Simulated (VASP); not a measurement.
# ZnS (I4/mmm) in VASP: settings compared

ZnS is run at these levels: PBEsol, r2SCAN+rVV10; tasks: single point.

Everything below comes from runs of VASP 6.6.1. Logs are shortened: lines on timing, memory, paths and dates and some standing lists are left out, and cuts for length are marked.

### 1 The cell of the first run

The structure is tetragonal, space group I4/mmm (No. 139). Conventional cell: a = 3.448 Å, b = 3.448 Å, c = 13.757 Å, α = 90.00°, β = 90.00°, γ = 90.00°. Within 3.2 Å of Zn (site symmetry 4mm) lie 5 S at 2.40 to 2.48 Å and 4 Zn at 3.14 Å. S (site symmetry 4mm) has 5 Zn at 2.40 to 2.48 Å within 3.2 Å.

### 2 Single point, PBEsol

INCAR

```
  ALGO = Normal
  EDIFF = 1E-7
  ENCUT = 520
  GGA = PS
  ISIF = 2
  ISMEAR = -1
  LASPH = T
  LCHARG = F
  LREAL = F
  LWAVE = F
  NBANDS = 26
  NELM = 60
  PREC = Accurate
  SIGMA = 0.03
```

KPOINTS

```
k-points
0
Gamma
  8 8 8
```

POSCAR

```
ZnS
1.0
   -1.7237692059      1.7237692059      6.8785940831
    1.7237692059     -1.7237692059      6.8785940831
    1.7237692059      1.7237692059     -6.8785940831
Zn S
2 2
Direct
    0.8216708933      0.8216708933      0.0000000000
    0.1783291067      0.1783291067      0.0000000000
    0.6468959956      0.6468959956      0.0000000000
    0.3531040044      0.3531040044      0.0000000000
```

Potentials or basis: VASP PAW PBE potentials, release 64 (Zn, S).

Command:

```bash
> cat potpaw_PBE.64/Zn/POTCAR potpaw_PBE.64/S/POTCAR > POTCAR
> mpirun -np 1 vasp_std > vasp.out
```

OUTCAR:

```text
EDIFF = 1E-7
   ENCUT = 520
   GGA = PS
   ISIF = 2
   ISMEAR = -1
   LASPH = T
   LREAL = F
   NELM = 60
   PREC = Accurate

 ion  position               nearest neighbor table
   1  0.822  0.822  0.000-   3 2.40   4 2.48   4 2.48   4 2.48   4 2.48
   2  0.178  0.178  0.000-   4 2.40   3 2.48   3 2.48   3 2.48   3 2.48
   3  0.647  0.647  0.000-   1 2.40   2 2.48   2 2.48   2 2.48   2 2.48
   4  0.353  0.353  0.000-   2 2.40   1 2.48   1 2.48   1 2.48   1 2.48

  LATTYP: Found a body centered tetragonal cell.
 ALAT       =     3.4475384118
 C/A-ratio  =     3.9904379656

  Lattice vectors:

 A1 = (  -1.7237692059,   1.7237692059,   6.8785940831)
 A2 = (   1.7237692059,  -1.7237692059,   6.8785940831)
 A3 = (   1.7237692059,   1.7237692059,  -6.8785940831)

Analysis of symmetry for initial positions (statically):
=====================================================================
 Subroutine PRICEL returns:
 Original cell was already a primitive cell.

 Routine SETGRP: Setting up the symmetry group for a
 body centered tetragonal supercell.

 Subroutine GETGRP returns: Found 16 space group operations
 (whereof 16 operations were pure point group operations)
 out of a pool of 16 trial point group operations.

The static configuration has the point symmetry D_4h.

Analysis of symmetry for dynamics (positions and initial velocities):
=====================================================================
 Subroutine PRICEL returns:
 Original cell was already a primitive cell.

 Routine SETGRP: Setting up the symmetry group for a
 body centered tetragonal supercell.

 Subroutine GETGRP returns: Found 16 space group operations
 (whereof 16 operations were pure point group operations)
 out of a pool of 16 trial point group operations.

The dynamic configuration has the point symmetry D_4h.

 Subroutine INISYM returns: Found 16 space group operations
 (whereof 16 operations are pure point group operations),
 and found     1 'primitive' translations

----------------------------------------------------------------------------------------

                                     Primitive cell

  volume of cell :      81.7557

  direct lattice vectors                    reciprocal lattice vectors
    -1.723769206  1.723769206  6.878594083     0.000000000  0.290062033  0.072689273
     1.723769206 -1.723769206  6.878594083     0.290062033  0.000000000  0.072689273
     1.723769206  1.723769206 -6.878594083     0.290062033  0.290062033  0.000000000

  length of vectors
     7.297795360  7.297795360  7.297795360     0.299031291  0.299031291  0.410209661

  position of ions in fractional coordinates (direct lattice)
     0.821670893  0.821670893  0.000000000
     0.178329107  0.178329107  0.000000000
     0.646895996  0.646895996  0.000000000
     0.353104004  0.353104004  0.000000000

  ion indices of the primitive-cell ions
   primitive index   ion index
                 1           1
                 2           2
                 3           3
                 4           4

----------------------------------------------------------------------------------------

 KPOINTS: k-points

Automatic generation of k-mesh.
 Grid dimensions read from file:
 generate k-points for:    8    8    8

 Generating k-lattice:

  Cartesian coordinates                     Fractional coordinates (reciprocal lattice)
     0.000000000  0.036257754  0.009086159     0.125000000  0.000000000 -0.000000000
     0.036257754  0.000000000  0.009086159     0.000000000  0.125000000 -0.000000000
     0.036257754  0.036257754  0.000000000     0.000000000  0.000000000  0.125000000

  Length of vectors
     0.037378911  0.037378911  0.051276208

  Shift w.r.t. Gamma in fractional coordinates (k-lattice)
     0.000000000  0.000000000  0.000000000

 Subroutine IBZKPT returns following result:
 ===========================================

 Found     59 irreducible k-points:

 Following reciprocal coordinates:
            Coordinates               Weight
  0.000000  0.000000  0.000000      1.000000
  0.125000  0.000000 -0.000000      8.000000
  0.250000  0.000000 -0.000000      8.000000
  0.375000  0.000000 -0.000000      8.000000
  0.500000  0.000000 -0.000000      4.000000
  0.125000  0.125000 -0.000000      8.000000
[... 16 lines left out ...]
  0.250000  0.125000  0.125000     16.000000
  0.375000  0.125000  0.125000      8.000000
 [... further k-points ...]
   k-points           NKPTS =     59   k-points in BZ     NKDIM =     59   number of bands    NBANDS=     26
   number of dos      NEDOS =    301   number of ions     NIONS =      4
   total plane-waves  NPLWV = 157464
   dimension x,y,z NGX =    54 NGY =   54 NGZ =   54
   dimension x,y,z NGXF=   108 NGYF=  108 NGZF=  108
   ions per type =               2   2
   NGX,Y,Z   is equivalent  to a cutoff of  12.30, 12.30, 12.30 a.u.
   NGXF,Y,Z  is equivalent  to a cutoff of  24.60, 24.60, 24.60 a.u.
 SYSTEM =  unknown system
   PREC   = accura    normal or accurate (medium, high low for compatibility)
   ISTART =      0    job   : 0-new  1-cont  2-samecut
   ICHARG =      2    charge: 1-file 2-atom 10-const
   ISPIN  =      1    spin polarized calculation?
   LNONCOLLINEAR =      F non collinear calculations
   LSORBIT =      F    spin-orbit coupling
   LASPH  =      T    aspherical Exc in radial PAW
   ENCUT  =  520.0 eV  38.22 Ry    6.18 a.u.  13.57 13.57 13.57*2*pi/ulx,y,z
   NELM   =     60;   NELMIN=  2; NELMDL= -5     # of ELM steps
   EDIFF  = 0.1E-06   stopping-criterion for ELM
   LREAL  =      F    real-space projection
   EDIFFG = 0.1E-05   stopping-criterion for IOM
   NSW    =      0    number of steps for IOM
   IBRION =     -1    ionic relax: 0-MD 1-quasi-New 2-CG
   NFREE  =      0    steps in history (QN), initial steepest desc. (CG)
   ISIF   =      2    stress and relaxation
   ISYM   =      2    0-nonsym 1-usesym 2-fastsym
   POTIM  = 0.5000    time-step for ionic-motion
   TEBEG  =    0.0;   TEEND  =   0.0 temperature during run
   PSTRESS=    0.0 pullay stress
   NELECT =      36.0000    total number of electrons
   NUPDOWN=      -1.0000    fix difference up-down
   EMIN   =  10.00;   EMAX   =-10.00  energy-range for DOS
   EFERMI =   0.00;   METHOD = LEGACY
   ISMEAR =    -1;   SIGMA  =   0.03  broadening in eV -4-tet -1-fermi 0-gaus
   EFERMI_NEDOS =   21; number of points for ismear=-14 and -15
   IALGO  =     38    algorithm
   IMIX   =      4    mixing-type and parameters
     AMIX     =   0.40;   BMIX     =  1.00
     AMIX_MAG =   1.60;   BMIX_MAG =  1.00
  volume/ion in A,a.u.               =      20.44       137.93
  Fermi-wavevector in a.u.,A,eV,Ry     =   1.245479  2.353614 21.105597  1.551218
  Thomas-Fermi vector in A             =   2.379699
   LORBIT       =      0    0 simple, 1 ext, 2 COOP (PROOUT), +10 PAW based schemes
   GGA     = PS    functional components
   LHFCALC =     F    Hartree Fock is set to
   AEXX    =    0.0000 exact exchange contribution
   IVDW    =     0    specifies the selected vdW correction
   LEPSILON=     F    determine dielectric tensor
   LRPA    =     F    only Hartree local field effects (RPA)
 non-spin polarized calculation
  energy-cutoff  :      520.00
  volume of cell :       81.76
 maximum number of plane-waves:      2245
   NGX = 27   NGY = 27   NGZ = 27

 number of electron      36.0000007 magnetization

 Free energy of the ion-electron system (eV)
  ---------------------------------------------------
  ext. energy  EPLUGINS =         0.00000000
  ---------------------------------------------------
  free energy    TOTEN  =       -13.74896789 eV

  energy without entropy =      -13.74889191  energy(sigma->0) =      -13.74892990

 E-fermi :   2.4550     XC(G=0):  -9.4520

 val. band max:        2.2619758248   @ k =  -0.2500   0.2500   0.2500
 cond. band min:       2.5748488893   @ k =   0.5000   0.5000  -0.0000
 fundamental gap:      0.3128730645
 Fermi energy:         2.4550339117

 k-point     1 :       0.0000    0.0000    0.0000
  band No.  band energies     occupation
      1     -11.7253      2.00000
      2     -10.6641      2.00000
      3      -4.6223      2.00000
      4      -4.4115      2.00000
      5      -4.3924      2.00000
      6      -4.3804      2.00000
[... 18 lines left out ...]
     25      10.7099      0.00000
     26      11.4197      0.00000

 k-point     2 :       0.1250    0.0000   -0.0000
  band No.  band energies     occupation
      1     -11.5898      2.00000
      2     -10.5742      2.00000
      3      -4.6256      2.00000
      4      -4.4961      2.00000
      5      -4.4645      2.00000
      6      -4.4437      2.00000
[... 18 lines left out ...]
     25      10.2429      0.00000
     26      11.1342      0.00000

 k-point     3 :       0.2500    0.0000   -0.0000
  band No.  band energies     occupation
      1     -11.2111      2.00000
      2     -10.3510      2.00000
      3      -4.7155      2.00000
      4      -4.6969      2.00000
      5      -4.6384      2.00000
      6      -4.5546      2.00000
[... 18 lines left out ...]
     25      10.1958      0.00000
     26      10.5211      0.00000

 k-point     4 :       0.3750    0.0000   -0.0000
  band No.  band energies     occupation
      1     -10.6919      2.00000
      2     -10.1583      2.00000
      3      -5.0551      2.00000
      4      -5.0503      2.00000
      5      -4.7461      2.00000
      6      -4.7013      2.00000
[... 18 lines left out ...]
     25       9.0673      0.00000
     26      10.0001      0.00000

 k-point     5 :       0.5000    0.0000   -0.0000
  band No.  band energies     occupation
      1     -10.2776      2.00000
      2     -10.2334      2.00000
      3      -5.2782      2.00000
      4      -5.2696      2.00000
      5      -4.7728      2.00000
      6      -4.7719      2.00000
[... 18 lines left out ...]
     25       8.7051      0.00000
     26       9.3829      0.00000

 k-point     6 :       0.1250    0.1250   -0.0000
  band No.  band energies     occupation
      1     -11.4566      2.00000
      2     -10.4938      2.00000
      3      -4.6138      2.00000
      4      -4.6110      2.00000
      5      -4.5183      2.00000
      6      -4.4234      2.00000
[... 427 lines left out ...]
 k-point    21 :       0.5000    0.5000   -0.0000
  band No.  band energies     occupation
      1      -9.8529      2.00000
      2      -9.8186      2.00000
      3      -4.5627      2.00000
      4      -4.5605      2.00000
      5      -4.4260      2.00000
      6      -4.4147      2.00000
[... 18 lines left out ...]
     25      10.4824      0.00000
     26      13.1099      0.00000

 k-point    22 :       0.1250    0.1250    0.1250
  band No.  band energies     occupation
      1     -10.7875      2.00000
      2     -10.1097      2.00000
      3      -4.8810      2.00000
      4      -4.8086      2.00000
      5      -4.5682      2.00000
      6      -4.4945      2.00000
[... 18 lines left out ...]
     25       9.8141      0.00000
     26      10.6431      0.00000

 k-point    23 :       0.2500    0.1250    0.1250
  band No.  band energies     occupation
      1     -10.3778      2.00000
      2      -9.9780      2.00000
      3      -4.8837      2.00000
      4      -4.8565      2.00000
      5      -4.5638      2.00000
      6      -4.5603      2.00000
[... 18 lines left out ...]
     25      10.6311      0.00000
     26      11.3955      0.00000

 k-point    24 :       0.3750    0.1250    0.1250
  band No.  band energies     occupation
      1     -10.0740      2.00000
      2     -10.0342      2.00000
      3      -4.8381      2.00000
      4      -4.8344      2.00000
      5      -4.6041      2.00000
      6      -4.5964      2.00000
[... 18 lines left out ...]
     25      11.1267      0.00000
     26      11.7515      0.00000

 [... further k-points ...]

------------------------ aborting loop because EDIFF is reached ----------------------------------------

  FORCE on cell =-STRESS in cart. coord.  units (eV):
  Direction    XX          YY          ZZ          XY          YZ          ZX
  --------------------------------------------------------------------------------------
  -------------------------------------------------------------------------------------
  Total        0.1056324      0.1056324      0.0757295      0.0000000      0.0000000      0.0000000
  in kB        2.0700935      2.0700935      1.4840816      0.0000000      0.0000000      0.0000000
  external PRESSURE =       1.8747562 kB  Pullay stress =       0.0000000 kB

 VOLUME and BASIS-vectors are now :
 -----------------------------------------------------------------------------
  energy-cutoff  :      520.00
  volume of cell :       81.76
      direct lattice vectors                 reciprocal lattice vectors
    -1.723769206  1.723769206  6.878594083     0.000000000  0.290062033  0.072689273
     1.723769206 -1.723769206  6.878594083     0.290062033  0.000000000  0.072689273
     1.723769206  1.723769206 -6.878594083     0.290062033  0.290062033  0.000000000

 POSITION                                       TOTAL-FORCE (eV/Angst)
 -----------------------------------------------------------------------------------
      0.00000      0.00000     11.30388         0.000000      0.000000     -0.006485
      0.00000      0.00000      2.45331         0.000000      0.000000      0.006485
      0.00000      0.00000      8.89947        -0.000000     -0.000000     -0.031218
      0.00000      0.00000      4.85772         0.000000      0.000000      0.031218
 -----------------------------------------------------------------------------------
    total drift:                                0.000000     -0.000000     -0.000000

  FREE ENERGIE OF THE ION-ELECTRON SYSTEM (eV)
  ---------------------------------------------------
  free  energy   TOTEN  =       -13.7489678901 eV

  energy  without entropy=      -13.7488919140  energy(sigma->0) =      -13.74892990
```

Run time: 10 min. Hardware: 1 thread of Intel Xeon 8259CL, shared host; peak memory 0.42 GiB.

Results:

* Free energy: -13.7490 eV
* Pressure: 0.2 GPa
* Largest force: 0.031 eV/Å
* Band gap on the k mesh: 0.31 eV (least direct gap 2.19 eV)

Forces on the atoms (eV/Å):
```
Zn   0.000  0.000 -0.006
Zn   0.000  0.000  0.006
S    0.000  0.000 -0.031
S    0.000  0.000  0.031
```

Caveat: semilocal functionals underestimate gaps, and a narrow one can read as zero; the PAW data sets were made with another functional, which shifts forces and pressure a little. A k mesh can miss the band edges.

### 3 Single point, r2SCAN+rVV10

This run uses another cell than the first one, of 19.45 Å³/atom.

POSCAR

```
ZnS
1.0
   -1.7327247217      1.7327247217      6.4780948054
    1.7327247217     -1.7327247217      6.4780948054
    1.7327247217      1.7327247217     -6.4780948054
Zn S
2 2
Direct
    0.8279066810      0.8279066810      0.0000000000
    0.1720933190      0.1720933190      0.0000000000
    0.6413849048      0.6413849048      0.0000000000
    0.3586150952      0.3586150952      0.0000000000
```

INCAR.step1

```
PREC = Accurate ; ENCUT = 520
ISMEAR = -1 ; SIGMA = 0.03
LREAL = False ; LASPH = True
NELM = 100 ; NBANDS = 26
GGA = PE ; ALGO = Normal
EDIFF = 1E-4 ; LWAVE = True
LCHARG = False
```

INCAR.step2

```
PREC = Accurate ; ENCUT = 520
EDIFF = 1E-7 ; ISMEAR = -1
SIGMA = 0.03 ; LREAL = False
LASPH = True ; NELM = 100
ALGO = Normal ; ISIF = 2
LWAVE = False ; LCHARG = True
METAGGA = R2SCAN ; LMIXTAU = True
LUSE_VDW = True ; IVDW_NL = 2
BPARAM = 11.95 ; CPARAM = 0.0093
LELF = True ; LVHAR = True
NBANDS = 26 ; ISTART = 1
```

KPOINTS

```
Automatic mesh
0
Gamma
  10 10 10
```

Potentials or basis: VASP PAW PBE potentials, release 64 (Zn, S).

Command:

```bash
> cat potpaw_PBE.64/Zn/POTCAR potpaw_PBE.64/S/POTCAR > POTCAR
> cp INCAR.step1 INCAR
> mpirun -np 1 vasp_std > vasp.out
> cp INCAR.step2 INCAR
> mpirun -np 1 vasp_std > vasp.out
```

Run time: 1.7 h. Hardware: 1 thread of Intel Xeon 8259CL, shared host; peak memory 1.1 GiB.

It converged, with:

```
Free energy            : -35.1369 eV
Pressure               : 0.2 GPa
Largest force          : 0.031 eV/Å
Band gap on the k mesh : 0.46 eV (least direct gap 2.49 eV)
```

Forces on the atoms (eV/Å):
```
Zn   0.000  0.000 -0.005
Zn   0.000  0.000  0.005
S    0.000  0.000 -0.031
S    0.000  0.000  0.031
```

Stress tensor (GPa, compression positive):
```
0.22 0.00 0.00
0.00 0.22 0.00
0.00 0.00 0.05
```

Levels at points of the mesh, in eV from the valence-band top:
```
           k point  band 16  band 17  band 18  band 19  band 20  band 21
(0.00, 0.00, 0.00)    -1.17    -1.17    -1.00     1.78     2.08     6.51
(0.50, 0.00, 0.00)    -1.74    -0.11    -0.03     4.18     4.91     5.96
(0.50, 0.50, 0.00)    -3.48    -2.90    -2.44     0.46     1.21     5.41
(0.50, 0.50, 0.50)    -1.97    -1.06    -1.06     1.59     2.83     5.47
```

Caveat: semilocal functionals underestimate gaps, and a narrow one can read as zero; the PAW data sets were made with another functional, which shifts forces and pressure a little. A k mesh can miss the band edges.
